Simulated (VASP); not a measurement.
Runs of VASP 6.6.1 on TiB2. Symmetry: P6/mmm, No. 191, hexagonal system. Conventional cell: a = 3.029 Å, b = 3.029 Å, c = 3.228 Å, α = 90.00°, β = 90.00°, γ = 120.00°. Ti (site symmetry 6/mmm) has 12 B at 2.38 Å and 6 Ti at 3.03 Å within 3.1 Å. B (site symmetry -6m2) has 3 B at 1.75 Å within 2.3 Å. 

```csv
k mesh,gap on the mesh (eV),pressure (GPa)
4 × 4 × 3,none,0.7
3 × 3 × 2,none,0.1
7 × 7 × 6,none,(a)
5 × 5 × 4,none,0.7
8 × 8 × 7,none,0.4
```

Alike in all rows: task single point; level PBE; potentials or basis VASP PAW PBE potentials, release 64 (Ti_sv, B); no spin polarisation; cell as given; cutoff (eV) 520; smearing fermi-dirac 0.1 eV.

Q: Estimate the missing entries.

A: (a) 0.5.

Caveats: some runs use coarse meshes.

A gap of «none» marks levels without a gap at the run's occupations.
